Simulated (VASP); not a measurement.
# Ga (I-43d) in VASP: single point with PBE

Aim: the single point of Ga with PBE.

Program: VASP 6.6.1. These are calculated values, not measurements. Logs are shortened: lines on timing, memory, paths and dates and some standing lists are left out, and cuts for length are marked.

**1. The cell of the first run**

The structure is cubic, space group I-43d (No. 220). Conventional cell: a = 6.104 Å, b = 6.104 Å, c = 6.104 Å, α = 90.00°, β = 90.00°, γ = 90.00°. Within 3.8 Å of Ga (site symmetry -4) lie 12 Ga at 2.85 to 3.41 Å.

**2. Single point, PBE**

Contents of INCAR:

```
SYSTEM = Ga
PREC = Accurate
ENCUT = 520
EDIFF = 1E-6
ISMEAR = 0
SIGMA = 0.1
LREAL = .False.
LASPH = .True.
NELM = 80
ALGO = Normal
ISIF = 2
LWAVE = .False.
LCHARG = .True.
GGA = PE
LELF = .True.
LVHAR = .True.
NBANDS = 48
```

Contents of KPOINTS:

```
Automatic mesh
0
Gamma
  8 8 8
  0 0 0
```

Contents of POSCAR:

```
Ga
1.0
   -3.0519850374      3.0519850374      3.0519850374
    3.0519850374     -3.0519850374      3.0519850374
    3.0519850374      3.0519850374     -3.0519850374
Ga
6
Direct
    0.2500000000      0.6250000000      0.3750000000
    0.3750000000      0.2500000000      0.6250000000
    0.7500000000      0.8750000000      0.1250000000
    0.1250000000      0.7500000000      0.8750000000
    0.6250000000      0.3750000000      0.2500000000
    0.8750000000      0.1250000000      0.7500000000
```

Potentials or basis: VASP PAW PBE potentials, release 64 (Ga_d).

On the command line:

```bash
cat potpaw_PBE.64/Ga_d/POTCAR > POTCAR
mpirun -np 1 vasp_std > vasp.out
```

OUTCAR:

```text
SYSTEM = Ga
   PREC = Accurate
   ENCUT = 520
   EDIFF = 1E-6
   ISMEAR = 0
   LREAL = .False.
   LASPH = .True.
   NELM = 80
   ISIF = 2
   GGA = PE

 ion  position               nearest neighbor table
   1  0.250  0.625  0.375-   6 2.85   5 2.85   2 2.85   4 2.85   5 2.85   4 2.85   6 2.85   2 2.85

   2  0.375  0.250  0.625-   3 2.85   5 2.85   1 2.85   5 2.85   6 2.85   1 2.85   6 2.85   3 2.85

   3  0.750  0.875  0.125-   2 2.85   6 2.85   4 2.85   5 2.85   6 2.85   5 2.85   2 2.85   4 2.85

   4  0.125  0.750  0.875-   5 2.85   6 2.85   1 2.85   3 2.85   6 2.85   1 2.85   3 2.85   5 2.85

   5  0.625  0.375  0.250-   1 2.85   4 2.85   1 2.85   2 2.85   3 2.85   2 2.85   3 2.85   4 2.85

   6  0.875  0.125  0.750-   4 2.85   1 2.85   2 2.85   3 2.85   4 2.85   3 2.85   2 2.85   1 2.85

  LATTYP: Found a body centered cubic cell.
 ALAT       =     6.1039700748

  Lattice vectors:

 A1 = (  -3.0519850374,   3.0519850374,   3.0519850374)
 A2 = (   3.0519850374,  -3.0519850374,   3.0519850374)
 A3 = (   3.0519850374,   3.0519850374,  -3.0519850374)

Analysis of symmetry for initial positions (statically):
=====================================================================
 Subroutine PRICEL returns:
 Original cell was already a primitive cell.

 Routine SETGRP: Setting up the symmetry group for a
 body centered cubic supercell.

 Subroutine GETGRP returns: Found 24 space group operations
 (whereof  3 operations were pure point group operations)
 out of a pool of 48 trial point group operations.

The static configuration has the point symmetry C_3 .
 The point group associated with its full space group is T_d .

Analysis of symmetry for dynamics (positions and initial velocities):
=====================================================================
 Subroutine PRICEL returns:
 Original cell was already a primitive cell.

 Routine SETGRP: Setting up the symmetry group for a
 body centered cubic supercell.

 Subroutine GETGRP returns: Found 24 space group operations
 (whereof  3 operations were pure point group operations)
 out of a pool of 48 trial point group operations.

The dynamic configuration has the point symmetry C_3 .
 The point group associated with its full space group is T_d .

 Subroutine INISYM returns: Found 24 space group operations
 (whereof  3 operations are pure point group operations),
 and found     1 'primitive' translations

----------------------------------------------------------------------------------------

                                     Primitive cell

  volume of cell :     113.7122

  direct lattice vectors                    reciprocal lattice vectors
    -3.051985037  3.051985037  3.051985037     0.000000000  0.163827802  0.163827802
     3.051985037 -3.051985037  3.051985037     0.163827802  0.000000000  0.163827802
     3.051985037  3.051985037 -3.051985037     0.163827802  0.163827802  0.000000000

  length of vectors
     5.286193149  5.286193149  5.286193149     0.231687499  0.231687499  0.231687499

  position of ions in fractional coordinates (direct lattice)
     0.250000000  0.625000000  0.375000000
     0.375000000  0.250000000  0.625000000
     0.750000000  0.875000000  0.125000000
     0.125000000  0.750000000  0.875000000
     0.625000000  0.375000000  0.250000000
     0.875000000  0.125000000  0.750000000

  ion indices of the primitive-cell ions
   primitive index   ion index
                 1           1
                 2           2
                 3           3
                 4           4
                 5           5
                 6           6

----------------------------------------------------------------------------------------

 KPOINTS: Automatic mesh

Automatic generation of k-mesh.
 Grid dimensions read from file:
 generate k-points for:    8    8    8

 Generating k-lattice:

  Cartesian coordinates                     Fractional coordinates (reciprocal lattice)
     0.000000000  0.020478475  0.020478475     0.125000000  0.000000000  0.000000000
     0.020478475  0.000000000  0.020478475     0.000000000  0.125000000  0.000000000
     0.020478475  0.020478475  0.000000000     0.000000000  0.000000000  0.125000000

  Length of vectors
     0.028960937  0.028960937  0.028960937

  Shift w.r.t. Gamma in fractional coordinates (k-lattice)
     0.000000000  0.000000000  0.000000000

 Subroutine IBZKPT returns following result:
 ===========================================

 Found     29 irreducible k-points:

 Following reciprocal coordinates:
            Coordinates               Weight
  0.000000  0.000000  0.000000      1.000000
  0.125000  0.000000  0.000000     12.000000
  0.250000  0.000000  0.000000     12.000000
  0.375000  0.000000  0.000000     12.000000
  0.500000  0.000000  0.000000      6.000000
  0.125000  0.125000  0.000000     24.000000
[... 16 lines left out ...]
 -0.250000  0.250000  0.250000      6.000000
 -0.375000  0.375000  0.250000     24.000000
 [... further k-points ...]
   k-points           NKPTS =     29   k-points in BZ     NKDIM =     29   number of bands    NBANDS=     48
   number of dos      NEDOS =    301   number of ions     NIONS =      6
   total plane-waves  NPLWV =  64000
   dimension x,y,z NGX =    40 NGY =   40 NGZ =   40
   dimension x,y,z NGXF=    80 NGYF=   80 NGZF=   80
   ions per type =               6
   NGX,Y,Z   is equivalent  to a cutoff of  12.58, 12.58, 12.58 a.u.
   NGXF,Y,Z  is equivalent  to a cutoff of  25.16, 25.16, 25.16 a.u.
 SYSTEM =  Ga
   PREC   = accura    normal or accurate (medium, high low for compatibility)
   ISTART =      0    job   : 0-new  1-cont  2-samecut
   ICHARG =      2    charge: 1-file 2-atom 10-const
   ISPIN  =      1    spin polarized calculation?
   LNONCOLLINEAR =      F non collinear calculations
   LSORBIT =      F    spin-orbit coupling
   LASPH  =      T    aspherical Exc in radial PAW
   ENCUT  =  520.0 eV  38.22 Ry    6.18 a.u.   9.83  9.83  9.83*2*pi/ulx,y,z
   NELM   =     80;   NELMIN=  2; NELMDL= -5     # of ELM steps
   EDIFF  = 0.1E-05   stopping-criterion for ELM
   LREAL  =      F    real-space projection
   EDIFFG = 0.1E-04   stopping-criterion for IOM
   NSW    =      0    number of steps for IOM
   IBRION =     -1    ionic relax: 0-MD 1-quasi-New 2-CG
   NFREE  =      0    steps in history (QN), initial steepest desc. (CG)
   ISIF   =      2    stress and relaxation
   ISYM   =      2    0-nonsym 1-usesym 2-fastsym
   POTIM  = 0.5000    time-step for ionic-motion
   TEBEG  =    0.0;   TEEND  =   0.0 temperature during run
   PSTRESS=    0.0 pullay stress
   NELECT =      78.0000    total number of electrons
   NUPDOWN=      -1.0000    fix difference up-down
   EMIN   =  10.00;   EMAX   =-10.00  energy-range for DOS
   EFERMI =   0.00;   METHOD = LEGACY
   ISMEAR =     0;   SIGMA  =   0.10  broadening in eV -4-tet -1-fermi 0-gaus
   EFERMI_NEDOS =   21; number of points for ismear=-14 and -15
   IALGO  =     38    algorithm
   IMIX   =      4    mixing-type and parameters
     AMIX     =   0.40;   BMIX     =  1.00
     AMIX_MAG =   1.60;   BMIX_MAG =  1.00
  volume/ion in A,a.u.               =      18.95       127.89
  Fermi-wavevector in a.u.,A,eV,Ry     =   1.443790  2.728367 28.361739  2.084529
  Thomas-Fermi vector in A             =   2.562158
   LORBIT       =      0    0 simple, 1 ext, 2 COOP (PROOUT), +10 PAW based schemes
   GGA     = PE    functional components
   LHFCALC =     F    Hartree Fock is set to
   AEXX    =    0.0000 exact exchange contribution
   IVDW    =     0    specifies the selected vdW correction
   LEPSILON=     F    determine dielectric tensor
   LRPA    =     F    only Hartree local field effects (RPA)
 non-spin polarized calculation
 Gauss-broadening in eV      SIGMA  =   0.10
  energy-cutoff  :      520.00
  volume of cell :      113.71
 maximum number of plane-waves:      3082
   NGX = 19   NGY = 19   NGZ = 19

 number of electron      78.0000075 magnetization

 Free energy of the ion-electron system (eV)
  ---------------------------------------------------
  ext. energy  EPLUGINS =         0.00000000
  ---------------------------------------------------
  free energy    TOTEN  =       -17.28193634 eV

  energy without entropy =      -17.26904800  energy(sigma->0) =      -17.27549217

 E-fermi :   5.4109     XC(G=0): -10.9782

 val. band max:        5.3860643326   @ k =  -0.3750   0.5000   0.2500
 cond. band min:       5.4494160447   @ k =   0.1250   0.1250   0.0000
 fundamental gap:      0.0633517121
 Fermi energy:         5.4109428094

 k-point     1 :       0.0000    0.0000    0.0000
  band No.  band energies     occupation
      1      -9.5466      2.00000
      2      -9.5146      2.00000
      3      -9.5146      2.00000
      4      -9.4858      2.00000
      5      -9.4858      2.00000
      6      -9.4858      2.00000
[... 40 lines left out ...]
     47      11.3480      0.00000
     48      11.3480      0.00000

 k-point     2 :       0.1250    0.0000    0.0000
  band No.  band energies     occupation
      1      -9.5437      2.00000
      2      -9.5300      2.00000
      3      -9.5280      2.00000
      4      -9.5091      2.00000
      5      -9.4988      2.00000
      6      -9.4987      2.00000
[... 40 lines left out ...]
     47      11.7925      0.00000
     48      12.9500      0.00000

 k-point     3 :       0.2500    0.0000    0.0000
  band No.  band energies     occupation
      1      -9.5606      2.00000
      2      -9.5562      2.00000
      3      -9.5409      2.00000
      4      -9.5286      2.00000
      5      -9.5097      2.00000
      6      -9.4997      2.00000
[... 40 lines left out ...]
     47      12.1193      0.00000
     48      12.9894      0.00000

 k-point     4 :       0.3750    0.0000    0.0000
  band No.  band energies     occupation
      1      -9.5851      2.00000
      2      -9.5800      2.00000
      3      -9.5358      2.00000
      4      -9.5310      2.00000
      5      -9.5131      2.00000
      6      -9.5000      2.00000
[... 958 lines left out ...]
     47      13.3499      0.00000
     48      13.3572      0.00000

 k-point    23 :      -0.2500    0.2500    0.2500
  band No.  band energies     occupation
      1      -9.5676      2.00000
      2      -9.5644      2.00000
      3      -9.5644      2.00000
      4      -9.5607      2.00000
      5      -9.5250      2.00000
      6      -9.5169      2.00000
[... 40 lines left out ...]
     47      11.2934      0.00000
     48      11.9168      0.00000

 k-point    24 :      -0.3750    0.3750    0.2500
  band No.  band energies     occupation
      1      -9.5800      2.00000
      2      -9.5772      2.00000
      3      -9.5648      2.00000
      4      -9.5612      2.00000
      5      -9.5373      2.00000
      6      -9.5257      2.00000
[... 40 lines left out ...]
     47      10.9727      0.00000
     48      11.3487      0.00000

 [... further k-points ...]
[... 5 lines left out ...]
  --------------------------------------------------------------------------------------
  -------------------------------------------------------------------------------------
  Total        0.0830665      0.0830665      0.0830665      0.0000000     -0.0000000      0.0000000
  in kB        1.1703862      1.1703862      1.1703862      0.0000000     -0.0000000      0.0000000
  external PRESSURE =       1.1703862 kB  Pullay stress =       0.0000000 kB

 VOLUME and BASIS-vectors are now :
 -----------------------------------------------------------------------------
  energy-cutoff  :      520.00
  volume of cell :      113.71
      direct lattice vectors                 reciprocal lattice vectors
    -3.051985037  3.051985037  3.051985037     0.000000000  0.163827802  0.163827802
     3.051985037 -3.051985037  3.051985037     0.163827802  0.000000000  0.163827802
     3.051985037  3.051985037 -3.051985037     0.163827802  0.163827802  0.000000000

 POSITION                                       TOTAL-FORCE (eV/Angst)
 -----------------------------------------------------------------------------------
      2.28899      0.00000      1.52599        -0.000000      0.000000     -0.000000
      1.52599      2.28899      0.00000         0.000000      0.000000     -0.000000
      0.76300      0.00000      4.57798         0.000000     -0.000000     -0.000000
      4.57798      0.76300      0.00000         0.000000     -0.000000      0.000000
      0.00000      1.52599      2.28899        -0.000000     -0.000000     -0.000000
      0.00000      4.57798      0.76300        -0.000000      0.000000      0.000000
 -----------------------------------------------------------------------------------
    total drift:                                0.000000      0.000000      0.000000

  FREE ENERGIE OF THE ION-ELECTRON SYSTEM (eV)
  ---------------------------------------------------
  free  energy   TOTEN  =       -17.2819363417 eV

  energy  without entropy=      -17.2690480000  energy(sigma->0) =      -17.27549217
```

Run time: 82 s. Hardware: 1 thread of Intel Xeon Platinum 8488C (Sapphire Rapids), shared host; peak memory 0.29 GiB.

What came out:

| Property | Result |
| --- | --- |
| Free energy | -17.2819 eV |
| Pressure | 0.1 GPa |
| Band gap on the k mesh | zero (bands 39 and 40 overlap by 3.63 eV) |

Levels at points of the mesh, in eV from the Fermi level:
| k point | band 35 | band 36 | band 37 | band 38 | band 39 | band 40 | band 41 | band 42 | band 43 | band 44 |
| --- | --- | --- | --- | --- | --- | --- | --- | --- | --- | --- |
| (0.00, 0.00, 0.00) | -3.01 | -3.01 | -2.14 | -2.14 | -2.14 | -1.79 | -1.79 | -1.79 | -1.67 | 5.12 |
| (0.50, 0.00, 0.00) | -4.42 | -4.42 | -0.79 | -0.79 | -0.43 | -0.43 | 2.85 | 2.85 | 3.18 | 3.18 |
| (0.50, 0.50, 0.50) | -6.84 | -6.84 | 1.46 | 1.46 | 1.56 | 1.56 | 1.56 | 1.56 | 1.56 | 1.56 |
